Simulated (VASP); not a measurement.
Crystal: ZrTiN.

```
Zr Ti N
1.0
     3.33598    0.00000    0.00000
     0.00000    3.37069    0.00000
     0.00000    0.00000    3.44102
Zr Ti N
1 1 1
Direct
  0.00000 0.00000 0.00000
  0.50000 0.50000 0.50000
  0.50000 0.50000 0.00000
```

The cell was generated, and may not be a known phase.

```yaml
Program: VASP 6.6.1
Task: relaxation of cell and atoms
Functional: PBE
Potentials_or_basis: VASP PAW PBE potentials, release 64 (Zr_sv, Ti_sv, N)
Cutoff: 600 eV
k_mesh: 6 × 6 × 6
Occupations: gaussian, width 0.1 eV
Spin: collinear spin
Starting_moments: "[0.0, 1.0, 0.0] μB"
```

At the start: pressure 47.4 GPa; volume 12.90 Å³/atom.

Question: How do energy, volume and symmetry change on relaxing?

Answer: Over 10 steps the energy falls by 760.3 meV/atom and the volume is 14.39 Å³/atom (+11.6 %); space group P4/mmm (No. 123, to 0.1 Å) before and after; moment 0.00 μB per cell.

Step by step:
```
step  energy change (eV)  largest force (eV/Å)  pressure (GPa)  volume (Å³)
   1              0.0000                0.0000           47.37        38.69
   2              0.4340                0.0000          -29.64        60.59
   3             -2.1100                0.0000          -13.12        46.98
   4             -2.1621                0.0000           -9.93        46.10
   5             -2.1756                0.0000           -6.83        45.36
   6             -2.1754                0.0000           -7.42        45.49
   7             -2.2627                0.0000            4.84        42.09
   8             -2.2794                0.0000            0.85        43.00
   9             -2.2804                0.0000           -0.49        43.26
  10             -2.2808                0.0000           -0.03        43.17
```

Final structure:
```
CELL_PARAMETERS angstrom
3.25617 0.00000 0.00000
0.00000 3.26362 0.00000
0.00000 0.00000 4.06250
ATOMIC_POSITIONS crystal
Zr 0.00000 0.00000 0.00000
Ti 0.50000 0.50000 0.50000
N 0.50000 0.50000 0.00000
```

Caveat: a cell axis changed by over 15 % at a fixed basis, so the end point is rough.
